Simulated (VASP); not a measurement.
# AlNi in VASP: notebook, part 2 of 3

VASP 6.6.1. Earlier steps stand in the parts before.

## Step 3: Electric field gradients, PBEsol, collinear spin, ferromagnetic start (equal xy, yz and zx shear strains of -2 %)

The input, INCAR:

```
SYSTEM = AlNi
PREC = Accurate
ENCUT = 520
EDIFF = 1E-8
ISMEAR = -1
SIGMA = 0.05
LREAL = .FALSE.
LASPH = .TRUE.
NELM = 150
ALGO = Normal
ISIF = 2
LWAVE = .FALSE.
LCHARG = .FALSE.
ISPIN = 2
MAGMOM = 0 1.5
LORBIT = 11
LMAXMIX = 4
GGA = PS
LEFG = .TRUE.
NBANDS = 18
```

The input, KPOINTS:

```
regular mesh
0
G
  13 13 13
  0 0 0
```

The input, POSCAR:

```
AlNi
1.0
    2.8810000000     -0.0288100000     -0.0288100000
   -0.0288100000      2.8810000000     -0.0288100000
   -0.0288100000     -0.0288100000      2.8810000000
Al Ni
1 1
Direct
    0.0000000000      0.0000000000      0.0000000000
    0.5000000000      0.5000000000      0.5000000000
```

Potentials or basis: VASP PAW PBE potentials, release 64 (Al, Ni).

Launch:

```sh
$ cat potpaw_PBE.64/Al/POTCAR potpaw_PBE.64/Ni/POTCAR > POTCAR
$ mpirun -np 1 vasp_std > vasp.out
```

OUTCAR:

```text
SYSTEM = AlNi
   PREC = Accurate
   ENCUT = 520
   EDIFF = 1E-8
   ISMEAR = -1
   LREAL = .FALSE.
   LASPH = .TRUE.
   NELM = 150
   ISIF = 2
   ISPIN = 2
   LORBIT = 11
   GGA = PS

 ion  position               nearest neighbor table
   1  0.000  0.000  0.000-   2 2.45   2 2.45   2 2.51   2 2.51   2 2.51   2 2.51   2 2.51   2 2.51

   2  0.500  0.500  0.500-   1 2.45   1 2.45   1 2.51   1 2.51   1 2.51   1 2.51   1 2.51   1 2.51

  LATTYP: Found a trigonal (rhomboedric) cell.
 ALAT       =     2.8812880856
 COS(alpha) =    -0.0198960208

  Lattice vectors:

 A1 = (   2.8810000000,  -0.0288100000,  -0.0288100000)
 A2 = (  -0.0288100000,   2.8810000000,  -0.0288100000)
 A3 = (  -0.0288100000,  -0.0288100000,   2.8810000000)

Analysis of symmetry for initial positions (statically):
=====================================================================
 Subroutine PRICEL returns:
 Original cell was already a primitive cell.

 Routine SETGRP: Setting up the symmetry group for a
 trigonal (rhombohedral) supercell.

 Subroutine GETGRP returns: Found 12 space group operations
 (whereof 12 operations were pure point group operations)
 out of a pool of 12 trial point group operations.

The static configuration has the point symmetry D_3d.

Analysis of symmetry for dynamics (positions and initial velocities):
=====================================================================
 Subroutine PRICEL returns:
 Original cell was already a primitive cell.
[... 1199 lines left out ...]
  --------------------------------------------------------------------------------------
  -------------------------------------------------------------------------------------
  Total       -0.4405734     -0.4405734     -0.4405734      0.3890461      0.3890461      0.3890461
  in kB      -29.5277415    -29.5277415    -29.5277415     26.0743223     26.0743223     26.0743223
  external PRESSURE =     -29.5277415 kB  Pullay stress =       0.0000000 kB

 VOLUME and BASIS-vectors are now :
 -----------------------------------------------------------------------------
  energy-cutoff  :      520.00
  volume of cell :       23.91
      direct lattice vectors                 reciprocal lattice vectors
     2.881000000 -0.028810000 -0.028810000     0.347171837  0.003506786  0.003506786
    -0.028810000  2.881000000 -0.028810000     0.003506786  0.347171837  0.003506786
    -0.028810000 -0.028810000  2.881000000     0.003506786  0.003506786  0.347171837

 POSITION                                       TOTAL-FORCE (eV/Angst)
 -----------------------------------------------------------------------------------
      0.00000      0.00000      0.00000        -0.000000      0.000000      0.000000
      1.41169      1.41169      1.41169         0.000000     -0.000000      0.000000
 -----------------------------------------------------------------------------------
    total drift:                                0.000000      0.000000     -0.000000

  FREE ENERGIE OF THE ION-ELECTRON SYSTEM (eV)
  ---------------------------------------------------
  free  energy   TOTEN  =       -11.5772684645 eV

  energy  without entropy=      -11.5723006361  energy(sigma->0) =      -11.57478455

 Electric field gradients (V/A^2)
---------------------------------------------------------------------
 ion       V_xx      V_yy      V_zz      V_xy      V_xz      V_yz
---------------------------------------------------------------------
   1       0.000     0.000    -0.000    -2.750    -2.750    -2.750
   2      -0.000     0.000    -0.000    -2.837    -2.837    -2.837
---------------------------------------------------------------------

 Electric field gradients after diagonalization (V/A^2)
 (convention: |V_zz| > |V_xx| > |V_yy|)
----------------------------------------------------------------------
 ion       V_xx      V_yy      V_zz     asymmetry (V_yy - V_xx)/ V_zz
----------------------------------------------------------------------
   1       2.750     2.750    -5.499       0.000
   2       2.837     2.837    -5.674       0.000
----------------------------------------------------------------------

           NMR quadrupolar parameters

 Cq : quadrupolar parameter    Cq=e*Q*V_zz/h
 eta: asymmetry parameters     (V_yy - V_xx)/ V_zz
 Q  : nuclear electric quadrupole moment in mb (millibarn)
----------------------------------------------------------------------
 ion       Cq(MHz)       eta       Q (mb)
----------------------------------------------------------------------
   1      -0.013       0.000       1.000
   2      -0.014       0.000       1.000
----------------------------------------------------------------------

 total charge

# of ion       s       p       d       tot
------------------------------------------
    1        0.383   0.413   0.000   0.796
    2        0.480   0.520   8.479   9.480
--------------------------------------------------
tot          0.863   0.933   8.479  10.276

 magnetization (x)

# of ion       s       p       d       tot
------------------------------------------
    1       -0.000   0.000   0.000   0.000
    2       -0.000   0.000   0.000   0.000
--------------------------------------------------
tot         -0.000   0.000   0.000   0.000
```

stdout:

```text
POSCAR found type information on POSCAR AlNi
 POSCAR found :  2 types and       2 ions
 scaLAPACK will be used
 -----------------------------------------------------------------------------
|                                                                             |
|                                                                             |
|     You enforced a specific xc type in the INCAR file but a different       |
|     I HOPE YOU KNOW WHAT YOU ARE DOING!                                     |
|                                                                             |
 -----------------------------------------------------------------------------

 LDA part: xc-table for (Slater+PW92), standard interpolation
 POSCAR, INCAR and KPOINTS ok, starting setup
 FFT: planning ... GRIDC
 FFT: planning ... GRID_SOFT
 FFT: planning ... GRID
 WAVECAR not read
 entering main loop
ion   1

ion   2
```

It took 3.9 min on 1 thread of Oxide Virtual Turin-like, shared host; peak memory 0.23 GiB.

What came out:

```
Free energy                                           : -11.5773 eV
Pressure                                              : -3.0 GPa
Net moment                                            : 0.00 μB per cell
Largest electric field gradient by atom               : Al -5.5; Ni -5.7 V/Å²
Valence electrons inside the program's atomic spheres : Al 0.80; Ni 9.48
```

Electric field gradients, principal values (V/Å²):
| atom | least | middle | greatest (by size) |
| --- | --- | --- | --- |
| 1 Al | 2.750 | 2.750 | -5.499 |
| 2 Ni | 2.837 | 2.837 | -5.674 |

Caveat: the cell differs from its parent crystal (equal xy, yz and zx shear strains of -2 %); the moments typed at the start vanished in this run; without QUAD_EFG the Cq values of the log hold for a quadrupole moment of 1 mb, not for the nuclei; the PAW data sets were made with another functional, which shifts forces and pressure a little.

## Step 4: Electric field gradients, PBEsol, collinear spin, ferromagnetic start (equal xy, yz and zx shear strains of +1 %)

The input, INCAR:

```
SYSTEM = AlNi
  PREC = Accurate
  ENCUT = 520
  EDIFF = 1E-8
  ISMEAR = -1
  SIGMA = 0.05
  LREAL = .False.
  LASPH = .True.
  NELM = 150
  ALGO = Normal
  ISIF = 2
  LWAVE = .False.
  LCHARG = .False.
  ISPIN = 2
  MAGMOM = 0 1.5
  LORBIT = 11
  LMAXMIX = 4
  GGA = PS
  LEFG = .True.
  NBANDS = 18
```

The input, KPOINTS:

```
Automatic mesh
0
Gamma
  13 13 13
  0 0 0
```

The input, POSCAR:

```
AlNi
1.0
    2.8810000000      0.0144050000      0.0144050000
    0.0144050000      2.8810000000      0.0144050000
    0.0144050000      0.0144050000      2.8810000000
Al Ni
1 1
Direct
    0.0000000000      0.0000000000      0.0000000000
    0.5000000000      0.5000000000      0.5000000000
```

Potentials or basis: VASP PAW PBE potentials, release 64 (Al, Ni).

Launch:

```sh
$ cat potpaw_PBE.64/Al/POTCAR potpaw_PBE.64/Ni/POTCAR > POTCAR
$ mpirun -np 1 vasp_std > vasp.out
```

OUTCAR:

```text
SYSTEM = AlNi
   PREC = Accurate
   ENCUT = 520
   EDIFF = 1E-8
   ISMEAR = -1
   LREAL = .False.
   LASPH = .True.
   NELM = 150
   ISIF = 2
   ISPIN = 2
   LORBIT = 11
   GGA = PS

 ion  position               nearest neighbor table
   1  0.000  0.000  0.000-   2 2.49   2 2.49   2 2.49   2 2.49   2 2.49   2 2.49   2 2.52   2 2.52

   2  0.500  0.500  0.500-   1 2.49   1 2.49   1 2.49   1 2.49   1 2.49   1 2.49   1 2.52   1 2.52

  LATTYP: Found a trigonal (rhomboedric) cell.
 ALAT       =     2.8810720241
 COS(alpha) =     0.0100244988

  Lattice vectors:

 A1 = (   2.8810000000,   0.0144050000,   0.0144050000)
 A2 = (   0.0144050000,   2.8810000000,   0.0144050000)
 A3 = (   0.0144050000,   0.0144050000,   2.8810000000)

Analysis of symmetry for initial positions (statically):
=====================================================================
 Subroutine PRICEL returns:
 Original cell was already a primitive cell.

 Routine SETGRP: Setting up the symmetry group for a
 trigonal (rhombohedral) supercell.

 Subroutine GETGRP returns: Found 12 space group operations
 (whereof 12 operations were pure point group operations)
 out of a pool of 12 trial point group operations.

The static configuration has the point symmetry D_3d.

Analysis of symmetry for dynamics (positions and initial velocities):
=====================================================================
 Subroutine PRICEL returns:
 Original cell was already a primitive cell.

 Routine SETGRP: Setting up the symmetry group for a
 trigonal (rhombohedral) supercell.

 Subroutine GETGRP returns: Found 12 space group operations
 (whereof 12 operations were pure point group operations)
 out of a pool of 12 trial point group operations.

The dynamic configuration has the point symmetry D_3d.

Analysis of structural, dynamic, and magnetic symmetry:
=====================================================================
 Subroutine PRICEL returns:
 Original cell was already a primitive cell.

 Routine SETGRP: Setting up the symmetry group for a
 trigonal (rhombohedral) supercell.

 Subroutine GETGRP returns: Found 12 space group operations
 (whereof 12 operations were pure point group operations)
 out of a pool of 12 trial point group operations.

The overall configuration has the point symmetry D_3d.

 Subroutine INISYM returns: Found 12 space group operations
 (whereof 12 operations are pure point group operations),
 and found     1 'primitive' translations

----------------------------------------------------------------------------------------

                                     Primitive cell

  volume of cell :      23.9110

  direct lattice vectors                    reciprocal lattice vectors
     2.881000000  0.014405000  0.014405000     0.347118970 -0.001726960 -0.001726960
     0.014405000  2.881000000  0.014405000    -0.001726960  0.347118970 -0.001726960
     0.014405000  0.014405000  2.881000000    -0.001726960 -0.001726960  0.347118970

  length of vectors
     2.881072024  2.881072024  2.881072024     0.347127562  0.347127562  0.347127562

[... 111 lines left out ...]
 spin polarized calculation
  energy-cutoff  :      520.00
  volume of cell :       23.91
 maximum number of plane-waves:       663
 NGX is ok and might be reduce to    24
   NGX = 11   NGY = 11   NGZ = 11

 number of electron      13.0000014 magnetization       0.0006555

 number of electron      13.0000014 magnetization      -0.0000023

 Free energy of the ion-electron system (eV)
  ---------------------------------------------------
  ext. energy  EPLUGINS =         0.00000000
  ---------------------------------------------------
  free energy    TOTEN  =       -11.58602945 eV

  energy without entropy =      -11.58112430  energy(sigma->0) =      -11.58357688

 E-fermi :   9.8826     XC(G=0): -12.1663

 val. band max:        9.8497122006   @ k =   0.3846   0.2308   0.1538
 cond. band min:       9.9172484645   @ k =  -0.3846   0.3077   0.1538
 fundamental gap:      0.0675362639
 Fermi energy:         9.8825966843

 spin component 1

 k-point     1 :       0.0000    0.0000    0.0000
  band No.  band energies     occupation
      1      -1.2334      1.00000
      2       6.6618      1.00000
      3       6.6618      1.00000
      4       8.3433      1.00000
      5       8.3433      1.00000
      6       8.3807      1.00000
[... 493 lines left out ...]
     17      32.8588      0.00000
     18      34.9929      0.00000

 [... further k-points ...]

 spin component 2

 k-point     1 :       0.0000    0.0000    0.0000
  band No.  band energies     occupation
      1      -1.2334      1.00000
      2       6.6618      1.00000
      3       6.6618      1.00000
      4       8.3433      1.00000
      5       8.3433      1.00000
      6       8.3807      1.00000
[... 493 lines left out ...]
     17      32.8588      0.00000
     18      34.9929      0.00000

 [... further k-points ...]

------------------------ aborting loop because EDIFF is reached ----------------------------------------

  FORCE on cell =-STRESS in cart. coord.  units (eV):
  Direction    XX          YY          ZZ          XY          YZ          ZX
  --------------------------------------------------------------------------------------
  -------------------------------------------------------------------------------------
  Total       -0.4694584     -0.4694584     -0.4694584     -0.1819135     -0.1819135     -0.1819135
  in kB      -31.4564981    -31.4564981    -31.4564981    -12.1892842    -12.1892842    -12.1892842
  external PRESSURE =     -31.4564981 kB  Pullay stress =       0.0000000 kB

 VOLUME and BASIS-vectors are now :
 -----------------------------------------------------------------------------
  energy-cutoff  :      520.00
  volume of cell :       23.91
      direct lattice vectors                 reciprocal lattice vectors
     2.881000000  0.014405000  0.014405000     0.347118970 -0.001726960 -0.001726960
     0.014405000  2.881000000  0.014405000    -0.001726960  0.347118970 -0.001726960
     0.014405000  0.014405000  2.881000000    -0.001726960 -0.001726960  0.347118970

 POSITION                                       TOTAL-FORCE (eV/Angst)
 -----------------------------------------------------------------------------------
      0.00000      0.00000      0.00000         0.000000      0.000000      0.000000
      1.45490      1.45490      1.45490        -0.000000     -0.000000      0.000000
 -----------------------------------------------------------------------------------
    total drift:                                0.000000      0.000000     -0.000000

  FREE ENERGIE OF THE ION-ELECTRON SYSTEM (eV)
  ---------------------------------------------------
  free  energy   TOTEN  =       -11.5860294540 eV

  energy  without entropy=      -11.5811242972  energy(sigma->0) =      -11.58357688

 Electric field gradients (V/A^2)
---------------------------------------------------------------------
 ion       V_xx      V_yy      V_zz      V_xy      V_xz      V_yz
---------------------------------------------------------------------
   1       0.000    -0.000    -0.000     1.327     1.327     1.327
   2      -0.000     0.000     0.000     1.549     1.549     1.549
---------------------------------------------------------------------

 Electric field gradients after diagonalization (V/A^2)
 (convention: |V_zz| > |V_xx| > |V_yy|)
----------------------------------------------------------------------
 ion       V_xx      V_yy      V_zz     asymmetry (V_yy - V_xx)/ V_zz
----------------------------------------------------------------------
   1      -1.327    -1.327     2.655       0.000
   2      -1.549    -1.549     3.099       0.000
----------------------------------------------------------------------

           NMR quadrupolar parameters

 Cq : quadrupolar parameter    Cq=e*Q*V_zz/h
 eta: asymmetry parameters     (V_yy - V_xx)/ V_zz
 Q  : nuclear electric quadrupole moment in mb (millibarn)
----------------------------------------------------------------------
 ion       Cq(MHz)       eta       Q (mb)
----------------------------------------------------------------------
   1       0.006       0.000       1.000
   2       0.007       0.000       1.000
----------------------------------------------------------------------

 total charge

# of ion       s       p       d       tot
------------------------------------------
    1        0.383   0.412   0.000   0.795
    2        0.480   0.520   8.478   9.478
--------------------------------------------------
tot          0.863   0.932   8.478  10.273

 magnetization (x)

# of ion       s       p       d       tot
------------------------------------------
    1       -0.000   0.000   0.000   0.000
    2       -0.000   0.000   0.000   0.000
--------------------------------------------------
tot         -0.000   0.000   0.000   0.000
```

OSZICAR:

```text
N       E                     dE             d eps       ncg     rms          rms(c)
DAV:   1     0.443619295383E+02    0.44362E+02   -0.50328E+03 17090   0.758E+02
DAV:   2    -0.104446704061E+02   -0.54807E+02   -0.48204E+02 18170   0.162E+02
DAV:   3    -0.130477103810E+02   -0.26030E+01   -0.25526E+01 19814   0.364E+01
DAV:   4    -0.130807774706E+02   -0.33067E-01   -0.33036E-01 19430   0.364E+00
DAV:   5    -0.130815049827E+02   -0.72751E-03   -0.72747E-03 19218   0.588E-01    0.139E+01
DAV:   6    -0.157675801456E+02   -0.26861E+01   -0.48756E+01 18680   0.828E+01    0.182E+01
DAV:   7    -0.116209378845E+02    0.41466E+01   -0.14256E+01 18786   0.479E+01    0.207E+00
DAV:   8    -0.115998633374E+02    0.21075E-01   -0.42356E-01 22020   0.624E+00    0.111E+00
DAV:   9    -0.115860021392E+02    0.13861E-01   -0.38450E-02 19992   0.176E+00    0.652E-01
DAV:  10    -0.115861847223E+02   -0.18258E-03   -0.14200E-03 22680   0.351E-01    0.206E-01
DAV:  11    -0.115859688057E+02    0.21592E-03   -0.12978E-03 20970   0.298E-01    0.976E-02
DAV:  12    -0.115860346287E+02   -0.65823E-04   -0.17703E-04 21558   0.122E-01    0.425E-02
DAV:  13    -0.115860299407E+02    0.46880E-05   -0.10846E-05 22210   0.364E-02    0.172E-02
DAV:  14    -0.115860294841E+02    0.45660E-06   -0.23322E-06 22878   0.174E-02    0.612E-03
DAV:  15    -0.115860295057E+02   -0.21616E-07   -0.27889E-07 23204   0.495E-03    0.192E-03
DAV:  16    -0.115860294610E+02    0.44689E-07   -0.67185E-09 11462   0.756E-04    0.639E-04
DAV:  17    -0.115860294540E+02    0.69986E-08   -0.13398E-09  9112   0.394E-04
   1 F= -.11586029E+02 E0= -.11583577E+02  d E =-.490516E-02  mag=    -0.0000
```

Wall time 2.8 min (1 thread of Oxide Virtual Turin-like, shared host); peak memory 0.23 GiB.

What came out:

* Free energy: -11.5860 eV
* Pressure: -3.1 GPa
* Net moment: 0.00 μB per cell
* Largest electric field gradient by atom: Al +2.7; Ni +3.1 V/Å²
* Valence electrons inside the program's atomic spheres: Al 0.80; Ni 9.48

Levels at points of the mesh, in eV from the Fermi level:
Spin up:
| k point | band 4 | band 5 | band 6 | band 7 | band 8 | band 9 |
| --- | --- | --- | --- | --- | --- | --- |
| (0.00, 0.00, 0.00) | -1.54 | -1.54 | -1.50 | 5.48 | 5.48 | 5.58 |
Spin down:
| k point | band 3 | band 4 | band 5 | band 6 | band 7 | band 8 | band 9 | band 10 |
| --- | --- | --- | --- | --- | --- | --- | --- | --- |
| (0.00, 0.00, 0.00) | -3.22 | -1.54 | -1.54 | -1.50 | 5.48 | 5.48 | 5.58 | 8.16 |

Electric field gradients, principal values (V/Å²):
```tsv
atom	least	middle	greatest (by size)
1 Al	-1.327	-1.327	2.655
2 Ni	-1.549	-1.549	3.099
```

Caveat: the cell differs from its parent crystal (equal xy, yz and zx shear strains of +1 %); the cell stands under tension; the moments typed at the start vanished in this run; without QUAD_EFG the Cq values of the log hold for a quadrupole moment of 1 mb, not for the nuclei; the PAW data sets were made with another functional, which shifts forces and pressure a little.

(Continued in part 3 of 3.)
